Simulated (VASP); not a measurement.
Write the native input for VASP 6.6.1 that does the following.

| Property | Result |
| --- | --- |
| Task | single point |
| Functional | PBE |
| Potentials or basis | VASP PAW PBE potentials, release 64 (Al, H) |
| Cutoff | 520 eV |
| k mesh | 6 × 6 × 1 |
| Occupations | gaussian, width 0.1 eV |
| Spin | no spin polarisation |
| Dipole correction | yes |
| Further INCAR settings | ALGO = Normal; EDIFF = 1e-07; NBANDS = 32 |

The structure of Al6H lies in POSCAR:

```
Al6H
1.0
    5.7143028096      0.0000000000      0.0000000000
   -2.8571514048      4.9487313980      0.0000000000
    0.0000000000      0.0000000000     22.6016424997
Al H
12 2
Direct
    0.3333333333      0.1666666667      0.1769782882
    0.3333333333      0.6666666667      0.1769782882
    0.8333333333      0.1666666667      0.1769782882
    0.8333333333      0.6666666667      0.1769782882
    0.1666666667      0.3333333333      0.2787817902
    0.1666666667      0.8333333333      0.2787817902
    0.6666666667      0.3333333333      0.2787817902
    0.6666666667      0.8333333333      0.2787817902
    0.0000000000      0.0000000000      0.3805759913
    0.0000000000      0.5000000000      0.3805759913
    0.5000000000      0.0000000000      0.3805759913
    0.5000000000      0.5000000000      0.3805759913
    0.2677085297      0.1666666667      0.4956118786
    0.3989581370      0.1666666667      0.4956118786
```

These files were run (other wordings do the same):

INCAR

```
  PREC = Accurate
  ENCUT = 520
  EDIFF = 1E-7
  ISMEAR = 0
  SIGMA = 0.1
  LREAL = F
  LASPH = T
  NELM = 60
  ALGO = Normal
  ISIF = 2
  LWAVE = F
  LCHARG = F
  LDIPOL = T
  IDIPOL = 3
  DIPOL = 0.5 0.5 0.310
  GGA = PE
  NBANDS = 32
```

KPOINTS

```
Automatic mesh
0
Gamma
  6 6 1
```

Potentials or basis: VASP PAW PBE potentials, release 64 (Al, H).

Run with:

```bash
$ cat potpaw_PBE.64/Al/POTCAR potpaw_PBE.64/H/POTCAR > POTCAR
$ mpirun -np 1 vasp_std > vasp.out
```

It gave:

```json
{
  "Largest force": "0.222 eV/Å",
  "Band gap on the k mesh": "zero (bands 19 and 20 overlap by 1.01 eV)"
}
```

It took 10 min on 1 thread of Intel(R) Xeon(R) Platinum 8259CL CPU @ 2.50GHz (Skylake/Cascade Lake), on a shared host, peak memory 0.7 GiB.
